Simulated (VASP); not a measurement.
Sr, 1 atom in the cell. It takes space group I4/mmm (No. 139, tetragonal). Conventional cell: a = 4.518 Å, b = 4.518 Å, c = 5.780 Å, α = 90.00°, β = 90.00°, γ = 90.00°. Within 5.7 Å of Sr (site symmetry 4/mmm) lie 12 Sr at 4.31 to 4.52 Å.  This cell differs from its parent crystal: strain +0.050 along x and y, -0.050 along z.

* Program: VASP 6.6.1
* Task: single point
* Functional: PBE
* Potentials or basis: VASP PAW PBE potentials, release 64 (Sr_sv)
* Cutoff: 520 eV
* k mesh: 14 × 14 × 14
* Occupations: gaussian, width 0.15 eV
* Spin: no spin polarisation
* Dipole correction: no
* Further INCAR settings: ALGO = Fast; EDIFF = 1e-06; NBANDS = 11

Potentials or basis: VASP PAW PBE potentials, release 64 (Sr_sv).

Launch:

```console
$ cat potpaw_PBE.64/Sr_sv/POTCAR > POTCAR
$ mpirun -np 1 vasp_std > vasp.out
```

Hardware: 1 thread of Intel(R) Xeon(R) 6975P-C (Granite Rapids), with other jobs on the host.

**Question.** How long does it take, and how much memory?

**Answer.** Wall time 100 s on 1 thread of Intel(R) Xeon(R) 6975P-C (Granite Rapids), with other jobs on the host, peak memory 0.3 GiB. Counts: scf iterations 12, k points 244.
